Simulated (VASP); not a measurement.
# SiC (P6_3mc) in VASP: further runs

SiC is run at these levels: revPBE+D4, RPBE+D4; tasks: single point, relaxation of cell and atoms.

Program: VASP 6.6.1. These are calculated values, not measurements. Logs are shortened: lines on timing, memory, paths and dates and some standing lists are left out, and cuts for length are marked.

## Step 1: The cell of the first run

It takes space group P6_3mc (No. 186, hexagonal). The conventional cell has a = 3.156 Å, b = 3.156 Å, c = 15.468 Å, α = 90.00°, β = 90.00°, γ = 120.00°. Within 2.6 Å of Si (site symmetry 3m) lie 4 C at 1.93 Å. Within 2.6 Å of Si (site symmetry 3m) lie 4 C at 1.93 Å. Si (site symmetry 3m) has 4 C at 1.93 Å within 2.6 Å. C (site symmetry 3m) has 4 Si at 1.93 Å within 2.6 Å. C (site symmetry 3m) has 4 Si at 1.93 Å within 2.6 Å. Within 2.6 Å of C (site symmetry 3m) lie 4 Si at 1.93 Å.

## Step 2: Single point, revPBE+D4

Contents of INCAR:

```
SYSTEM = SiC
ALGO = Normal
EDIFF = 1E-6
ENCUT = 520
GGA = RE
ISIF = 2
ISMEAR = -1
IVDW = 13
LASPH = .True.
LCHARG = .False.
LREAL = .False.
LWAVE = .False.
NBANDS = 36
NELM = 60
PREC = Accurate
SIGMA = 0.05
```

Contents of KPOINTS:

```
k-points
0
Gamma
  10 10 2
  0 0 0
```

Contents of POSCAR:

```
SiC
1.0
    3.1557016854      0.0000000000      0.0000000000
   -1.5778508427      2.7329178263      0.0000000000
    0.0000000000      0.0000000000     15.4675265161
Si C
6 6
Direct
    0.6666666667      0.3333333333      0.4583000000
    0.3333333333      0.6666666667      0.9583000000
    0.6666666667      0.3333333333      0.7917000000
    0.3333333333      0.6666666667      0.2917000000
    0.0000000000      0.0000000000      0.6250000000
    0.0000000000      0.0000000000      0.1250000000
    0.6666666667      0.3333333333      0.3333000000
    0.3333333333      0.6666666667      0.8333000000
    0.6666666667      0.3333333333      0.6667000000
    0.3333333333      0.6666666667      0.1667000000
    0.0000000000      0.0000000000      0.5000000000
    0.0000000000      0.0000000000      0.0000000000
```

Potentials or basis: VASP PAW PBE potentials, release 64 (Si, C).

Started as:

```sh
$ cat potpaw_PBE.64/Si/POTCAR potpaw_PBE.64/C/POTCAR > POTCAR
$ mpirun -np 1 vasp_std > vasp.out
```

OUTCAR:

```text
SYSTEM = SiC
   EDIFF = 1E-6
   ENCUT = 520
   GGA = RE
   ISIF = 2
   ISMEAR = -1
   IVDW = 13
   LASPH = .True.
   LREAL = .False.
   NELM = 60
   PREC = Accurate

 ion  position               nearest neighbor table
   1  0.667  0.333  0.458-  11 1.93  11 1.93  11 1.93   7 1.93
   2  0.333  0.667  0.958-  12 1.93  12 1.93  12 1.93   8 1.93
   3  0.667  0.333  0.792-   8 1.93   8 1.93   8 1.93   9 1.93
   4  0.333  0.667  0.292-   7 1.93   7 1.93   7 1.93  10 1.93
   5  0.000  0.000  0.625-   9 1.93   9 1.93   9 1.93  11 1.93
   6  0.000  0.000  0.125-  10 1.93  10 1.93  10 1.93  12 1.93
   7  0.667  0.333  0.333-   4 1.93   4 1.93   4 1.93   1 1.93
   8  0.333  0.667  0.833-   3 1.93   3 1.93   3 1.93   2 1.93
   9  0.667  0.333  0.667-   5 1.93   5 1.93   5 1.93   3 1.93
  10  0.333  0.667  0.167-   6 1.93   6 1.93   6 1.93   4 1.93
  11  0.000  0.000  0.500-   1 1.93   1 1.93   1 1.93   5 1.93
  12  0.000  0.000  0.000-   2 1.93   2 1.93   2 1.93   6 1.93

  LATTYP: Found a hexagonal cell.
 ALAT       =     3.1557016854
 C/A-ratio  =     4.9014539580

  Lattice vectors:

 A1 = (   3.1557016854,   0.0000000000,   0.0000000000)
 A2 = (  -1.5778508427,   2.7329178263,   0.0000000000)
 A3 = (   0.0000000000,   0.0000000000,  15.4675265161)

Analysis of symmetry for initial positions (statically):
=====================================================================
 Subroutine PRICEL returns:
 Original cell was already a primitive cell.

 Routine SETGRP: Setting up the symmetry group for a
 hexagonal supercell.

 Subroutine GETGRP returns: Found 12 space group operations
 (whereof  6 operations were pure point group operations)
 out of a pool of 24 trial point group operations.

The static configuration has the point symmetry C_3v.
 The point group associated with its full space group is C_6v.

Analysis of symmetry for dynamics (positions and initial velocities):
=====================================================================
 Subroutine PRICEL returns:
 Original cell was already a primitive cell.

 Routine SETGRP: Setting up the symmetry group for a
 hexagonal supercell.

 Subroutine GETGRP returns: Found 12 space group operations
 (whereof  6 operations were pure point group operations)
 out of a pool of 24 trial point group operations.

The dynamic configuration has the point symmetry C_3v.
 The point group associated with its full space group is C_6v.

 Subroutine INISYM returns: Found 12 space group operations
 (whereof  6 operations are pure point group operations),
 and found     1 'primitive' translations

----------------------------------------------------------------------------------------

                                     Primitive cell

  volume of cell :     133.3962

  direct lattice vectors                    reciprocal lattice vectors
     3.155701685  0.000000000  0.000000000     0.316886734  0.182954641  0.000000000
    -1.577850843  2.732917826  0.000000000     0.000000000  0.365909282  0.000000000
     0.000000000  0.000000000 15.467526516     0.000000000  0.000000000  0.064651578

  length of vectors
     3.155701685  3.155701685 15.467526516     0.365909282  0.365909282  0.064651578

  position of ions in fractional coordinates (direct lattice)
     0.666666667  0.333333333  0.458300000
     0.333333333  0.666666667  0.958300000
     0.666666667  0.333333333  0.791700000
     0.333333333  0.666666667  0.291700000
     0.000000000  0.000000000  0.625000000
     0.000000000  0.000000000  0.125000000
     0.666666667  0.333333333  0.333300000
     0.333333333  0.666666667  0.833300000
     0.666666667  0.333333333  0.666700000
     0.333333333  0.666666667  0.166700000
     0.000000000  0.000000000  0.500000000
     0.000000000  0.000000000  0.000000000

  ion indices of the primitive-cell ions
   primitive index   ion index
                 1           1
                 2           2
                 3           3
                 4           4
                 5           5
                 6           6
                 7           7
                 8           8
                 9           9
                10          10
                11          11
                12          12

----------------------------------------------------------------------------------------

 KPOINTS: k-points

Automatic generation of k-mesh.
 Grid dimensions read from file:
 generate k-points for:   10   10    2

 Generating k-lattice:

  Cartesian coordinates                     Fractional coordinates (reciprocal lattice)
     0.031688673  0.018295464  0.000000000     0.100000000  0.000000000  0.000000000
     0.000000000  0.036590928  0.000000000     0.000000000  0.100000000  0.000000000
     0.000000000  0.000000000  0.032325789     0.000000000  0.000000000  0.500000000

  Length of vectors
     0.036590928  0.036590928  0.032325789

  Shift w.r.t. Gamma in fractional coordinates (k-lattice)
     0.000000000  0.000000000  0.000000000

 Subroutine IBZKPT returns following result:
 ===========================================

 Found     28 irreducible k-points:

 Following reciprocal coordinates:
            Coordinates               Weight
  0.000000  0.000000  0.000000      1.000000
  0.100000  0.000000  0.000000      6.000000
  0.200000  0.000000  0.000000      6.000000
  0.300000 -0.000000  0.000000      6.000000
  0.400000  0.000000  0.000000      6.000000
  0.500000  0.000000  0.000000      3.000000
[... 16 lines left out ...]
  0.300000  0.100000  0.500000     12.000000
  0.400000  0.100000  0.500000     12.000000
 [... further k-points ...]
   k-points           NKPTS =     28   k-points in BZ     NKDIM =     28   number of bands    NBANDS=     36
   number of dos      NEDOS =    301   number of ions     NIONS =     12
   total plane-waves  NPLWV =  69120
   dimension x,y,z NGX =    24 NGY =   24 NGZ =  120
   dimension x,y,z NGXF=    48 NGYF=   48 NGZF=  240
   ions per type =               6   6
   NGX,Y,Z   is equivalent  to a cutoff of  12.64, 12.64, 12.90 a.u.
   NGXF,Y,Z  is equivalent  to a cutoff of  25.29, 25.29, 25.80 a.u.
 SYSTEM =  SiC
   PREC   = accura    normal or accurate (medium, high low for compatibility)
   ISTART =      0    job   : 0-new  1-cont  2-samecut
   ICHARG =      2    charge: 1-file 2-atom 10-const
   ISPIN  =      1    spin polarized calculation?
   LNONCOLLINEAR =      F non collinear calculations
   LSORBIT =      F    spin-orbit coupling
   LASPH  =      T    aspherical Exc in radial PAW
   ENCUT  =  520.0 eV  38.22 Ry    6.18 a.u.   5.87  5.87 28.76*2*pi/ulx,y,z
   NELM   =     60;   NELMIN=  2; NELMDL= -5     # of ELM steps
   EDIFF  = 0.1E-05   stopping-criterion for ELM
   LREAL  =      F    real-space projection
[... 7 lines left out ...]
   TEBEG  =    0.0;   TEEND  =   0.0 temperature during run
   PSTRESS=    0.0 pullay stress
   NELECT =      48.0000    total number of electrons
   NUPDOWN=      -1.0000    fix difference up-down
   EMIN   =  10.00;   EMAX   =-10.00  energy-range for DOS
   EFERMI =   0.00;   METHOD = LEGACY
   ISMEAR =    -1;   SIGMA  =   0.05  broadening in eV -4-tet -1-fermi 0-gaus
   EFERMI_NEDOS =   21; number of points for ismear=-14 and -15
   IALGO  =     38    algorithm
   IMIX   =      4    mixing-type and parameters
     AMIX     =   0.40;   BMIX     =  1.00
     AMIX_MAG =   1.60;   BMIX_MAG =  1.00
  volume/ion in A,a.u.               =      11.12        75.02
  Fermi-wavevector in a.u.,A,eV,Ry     =   1.164414  2.200424 18.447597  1.355860
  Thomas-Fermi vector in A             =   2.300952
   LORBIT       =      0    0 simple, 1 ext, 2 COOP (PROOUT), +10 PAW based schemes
   GGA     = RE    functional components
   LHFCALC =     F    Hartree Fock is set to
   AEXX    =    0.0000 exact exchange contribution
   IVDW    =    13    specifies the selected vdW correction
   LEPSILON=     F    determine dielectric tensor
   LRPA    =     F    only Hartree local field effects (RPA)
 non-spin polarized calculation
  energy-cutoff  :      520.00
  volume of cell :      133.40
 maximum number of plane-waves:      3616
 NGX is ok and might be reduce to    24
   NGX = 11   NGY = 11   NGZ = 57

 number of electron      48.0000000 magnetization

 Free energy of the ion-electron system (eV)
  ---------------------------------------------------
  ext. energy  EPLUGINS =         0.00000000
  ---------------------------------------------------
  free energy    TOTEN  =       -86.53431460 eV

  energy without entropy =      -86.53431460  energy(sigma->0) =      -86.53431460

 E-fermi :   8.4413     XC(G=0): -10.9921

 val. band max:        7.4357859547   @ k =   0.0000   0.0000   0.0000
 cond. band min:       9.4795141902   @ k =   0.5000   0.0000   0.0000
 fundamental gap:      2.0437282355
 Fermi energy:         8.4412538561

 k-point     1 :       0.0000    0.0000    0.0000
  band No.  band energies     occupation
      1      -7.4840      2.00000
      2      -6.9956      2.00000
      3      -6.9541      2.00000
      4      -5.5593      2.00000
      5      -5.5280      2.00000
      6      -4.1811      2.00000
[... 28 lines left out ...]
     35      14.3565      0.00000
     36      14.5079      0.00000

 k-point     2 :       0.1000    0.0000    0.0000
  band No.  band energies     occupation
      1      -7.3205      2.00000
      2      -6.8348      2.00000
      3      -6.7927      2.00000
      4      -5.4072      2.00000
      5      -5.3754      2.00000
      6      -4.0441      2.00000
[... 28 lines left out ...]
     35      14.3786      0.00000
     36      14.4990      0.00000
[... 817 lines left out ...]
     35      14.7166      0.00000
     36      14.7166      0.00000

 k-point    24 :       0.4000    0.1000    0.5000
  band No.  band energies     occupation
      1      -4.3733      2.00000
      2      -4.3733      2.00000
      3      -3.7316      2.00000
      4      -3.7316      2.00000
      5      -2.9404      2.00000
      6      -2.9404      2.00000
[... 28 lines left out ...]
     35      14.5971      0.00000
     36      14.5971      0.00000

 [... further k-points ...]

------------------------ aborting loop because EDIFF is reached ----------------------------------------

  DFT-D4 for vdW energy calculation

  Edisp (eV):   -7.28307

  FORCE on cell =-STRESS in cart. coord.  units (eV):
  Direction    XX          YY          ZZ          XY          YZ          ZX
  --------------------------------------------------------------------------------------
  -------------------------------------------------------------------------------------
  Total     -13.98941   -13.98941   -13.33541    -0.00000     0.00000     0.00000
  in kB    -168.02217  -168.02217  -160.16722    -0.00000     0.00000     0.00000
  external pressure =     -165.40 kB  Pullay stress =        0.00 kB

 VOLUME and BASIS-vectors are now :
 -----------------------------------------------------------------------------
  energy-cutoff  :      520.00
  volume of cell :      133.40
      direct lattice vectors                 reciprocal lattice vectors
     3.155701685  0.000000000  0.000000000     0.316886734  0.182954641  0.000000000
    -1.577850843  2.732917826  0.000000000     0.000000000  0.365909282  0.000000000
     0.000000000  0.000000000 15.467526516     0.000000000  0.000000000  0.064651578

 POSITION                                       TOTAL-FORCE (eV/Angst)
 -----------------------------------------------------------------------------------
      1.57785      0.91097      7.08877        -0.000000      0.000000      0.043960
     -0.00000      1.82195     14.82253         0.000000     -0.000000      0.043960
      1.57785      0.91097     12.24564        -0.000000      0.000000      0.026124
     -0.00000      1.82195      4.51188         0.000000      0.000000      0.026124
      0.00000      0.00000      9.66720        -0.000000      0.000000      0.047748
      0.00000      0.00000      1.93344        -0.000000      0.000000      0.047748
      1.57785      0.91097      5.15533        -0.000000      0.000000     -0.018277
     -0.00000      1.82195     12.88909         0.000000     -0.000000     -0.018277
      1.57785      0.91097     10.31220         0.000000     -0.000000      0.037484
     -0.00000      1.82195      2.57844        -0.000000      0.000000      0.037484
      0.00000      0.00000      7.73376         0.000000     -0.000000     -0.137038
      0.00000      0.00000      0.00000        -0.000000      0.000000     -0.137038
 -----------------------------------------------------------------------------------
    total drift:                               -0.000000     -0.000000      0.000235

  FREE ENERGIE OF THE ION-ELECTRON SYSTEM (eV)
  ---------------------------------------------------
  free  energy   TOTEN  =       -93.8173895224 eV

  energy  without entropy=      -93.8173895222  energy(sigma->0) =      -93.81738952
```

It took 54 s on 1 thread of Intel Xeon 6975P-C (Granite Rapids), shared host; peak memory 0.29 GiB.

Results:

* Free energy: -93.8174 eV
* Pressure: -16.5 GPa
* Largest force: 0.137 eV/Å
* Band gap on the k mesh: 2.04 eV (least direct gap 3.12 eV)
* Dispersion energy per atom: -0.607 eV

Forces in eV/Å, atoms in the order of the input:
```
Si   0.000  0.000  0.044
Si   0.000  0.000  0.044
Si   0.000  0.000  0.026
Si   0.000  0.000  0.026
Si   0.000  0.000  0.048
Si   0.000  0.000  0.048
C    0.000  0.000 -0.018
C    0.000  0.000 -0.018
C    0.000  0.000  0.037
C    0.000  0.000  0.037
C    0.000  0.000 -0.137
C    0.000  0.000 -0.137
```

Stress tensor (GPa, compression positive):
```
-16.80   0.00   0.00
  0.00 -16.80   0.00
  0.00   0.00 -16.02
```

Levels at points of the mesh, in eV from the valence-band top:
| k point | band 21 | band 22 | band 23 | band 24 | band 25 | band 26 | band 27 | band 28 |
| --- | --- | --- | --- | --- | --- | --- | --- | --- |
| (0.00, 0.00, 0.00) | -0.29 | -0.04 | 0.00 | 0.00 | 4.58 | 4.75 | 5.13 | 5.50 |
| (0.50, 0.00, 0.00) | -1.75 | -1.71 | -1.60 | -1.07 | 2.04 | 2.20 | 3.11 | 3.76 |
| (0.00, 0.00, 0.50) | -0.09 | -0.09 | -0.09 | -0.09 | 4.64 | 4.64 | 5.36 | 5.36 |
| (0.50, 0.00, 0.50) | -1.67 | -1.67 | -1.27 | -1.27 | 2.07 | 2.07 | 3.33 | 3.33 |

Caveat: the cell stands under tension; the PAW data sets were made with another functional, which shifts forces and pressure a little.

(Continued in part 2 of 2.)
